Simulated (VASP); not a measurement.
Input of a VASP 6.6.1 run:

The input INCAR:

```
PREC = Accurate ; ENCUT = 520
EDIFF = 1E-7 ; ISMEAR = 0
SIGMA = 0.1 ; LREAL = F
LASPH = T ; NELM = 100
ALGO = Normal ; ISIF = 2
LWAVE = F ; LCHARG = F
GGA = PE ; NBANDS = 27
```

The input KPOINTS:

```
Automatic mesh
0
Gamma
  8 8 8
```

The input POSCAR:

```
ZrSi6
1.0
    5.7122531809      0.0000000000      0.0000000000
    0.0000000000      5.7122531809      0.0000000000
    0.0000000000      0.0000000000      5.7122531809
Zr Si
1 6
Direct
    0.0000000000      0.0000000000      0.0000000000
    0.1985087640      0.5000000000      0.5000000000
    0.5000000000      0.1985087640      0.5000000000
    0.8014912360      0.5000000000      0.5000000000
    0.5000000000      0.8014912360      0.5000000000
    0.5000000000      0.5000000000      0.1985087640
    0.5000000000      0.5000000000      0.8014912360
```

Potentials or basis: VASP PAW PBE potentials, release 64 (Zr_sv, Si).

Command:

```console
$ cat potpaw_PBE.64/Zr_sv/POTCAR potpaw_PBE.64/Si/POTCAR > POTCAR
$ mpirun -np 1 vasp_std > vasp.out
```

(1) Estimate the pressure.

(2) Predict the band gap on the k mesh.

Answers

(1) -0.1 GPa.

(2) zero (band 18 reaches 4.59 eV, above the bottom of band 19 at 3.97 eV).
